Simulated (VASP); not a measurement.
Here is a VASP 6.6.1 calculation.

The input INCAR:

```
PREC = Accurate
ENCUT = 520
EDIFF = 1E-6
ISMEAR = 1
SIGMA = 0.15
LREAL = Auto
LASPH = T
NELM = 100
ALGO = Normal
ISIF = 2
LWAVE = F
LCHARG = F
NBANDS = 154
```

Contents of KPOINTS:

```
Automatic mesh
0
Gamma
  2 2 2
```

The input POSCAR:

```
Sr8Tl15
1.0
   10.2306323100     -0.0000014600      0.0000000000
   -5.1153174200      8.8599867400      0.0000000000
    0.0000000000      0.0000000000      8.2839107700
Tl Sr
15 8
Direct
    0.1660644968      0.3320337071      0.4609563171
    0.3345123344      0.1688215267      0.9468885189
    0.1679567305      0.3358162188      0.0439850223
    0.3395126433      0.1689255909      0.5492063020
    0.1545281501      0.8302277917      0.4537851873
    0.3361887814      0.6722747636      0.9706868197
    0.1643543724      0.8342798310      0.0539415516
    0.3375200922      0.6749350386      0.5359475884
    0.8344054872      0.1688225121      0.9468904504
    0.6682351773      0.3363743156      0.0405106971
    0.8295066520      0.1689280419      0.5492067849
    0.6758034257      0.8302296835      0.4537793929
    0.8304467692      0.6607909678      0.9407560289
    0.6700320026      0.8342835261      0.0539403444
    0.8069186910      0.6137371689      0.5290056981
    0.0040340087      0.0079618636      0.2464544895
   -0.0065758428     -0.0132412173      0.7446839025
    0.0012027996      0.4962162056      0.2509238761
    0.0188126006      0.5076836072      0.7527028203
    0.5032491394      0.0063941106      0.2584178004
    0.4960815374     -0.0079320972      0.7571711205
    0.4951099204      0.4962166256      0.2509260490
    0.4889734833      0.5076810887      0.7527057175
```

Potentials or basis: VASP PAW LDA potentials, release 64 (Tl_d, Sr_sv).

The run is started by

```console
$ cat potpaw_LDA.64/Tl_d/POTCAR potpaw_LDA.64/Sr_sv/POTCAR > POTCAR
$ mpirun -np 1 vasp_std > vasp.out
```

Estimate the largest force.

0.309 eV/Å.

Estimate the pressure.

-2.4 GPa.

Stress tensor (GPa, compression positive):
```
-2.41  0.00  0.00
 0.00 -2.65 -0.13
 0.00 -0.13 -2.16
```

Caveat: the k points lie up to 0.38 Å⁻¹ apart.
